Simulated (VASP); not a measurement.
MnAs:

```
Mn As
1.0
     3.71000    0.00000    0.00000
    -1.85500    3.21295    0.00000
     0.00000    0.00000    5.69100
Mn As
2 2
Direct
  0.00000 0.00000 0.00000
  0.00000 0.00000 0.50000
  0.33333 0.66667 0.25000
  0.66667 0.33333 0.75000
```

Base run:

| Item | Value |
| --- | --- |
| Program | VASP 6.6.1 |
| Functional | PBEsol |
| Potentials or basis | VASP PAW PBE potentials, release 64 (Mn_pv, As) |
| Cutoff | 520 eV |
| k mesh | 7 × 7 × 4 |
| Occupations | methfessel-paxton, width 0.05 eV |
| Spin | collinear spin, ferromagnetic start |
| Starting moments | [2.8, 2.8, 0.0, 0.0] μB |

Its results: pressure -7.8 GPa; net moment 6.36 μB per cell; site moments Mn +3.22; As -0.12 μB.

Question: The run is repeated on the same cell with these changes: occupations from methfessel-paxton, width 0.05 eV to methfessel-paxton, width 0.2 eV. What comes out?

Answer: Pressure -8.2 GPa; net moment 6.28 μB per cell; site moments Mn +3.19; As -0.12 μB.

Caveats: the PAW data sets were made with another functional, which shifts forces and pressure a little; only a ferromagnetic start was run, and an antiferromagnetic order may lie lower in energy.
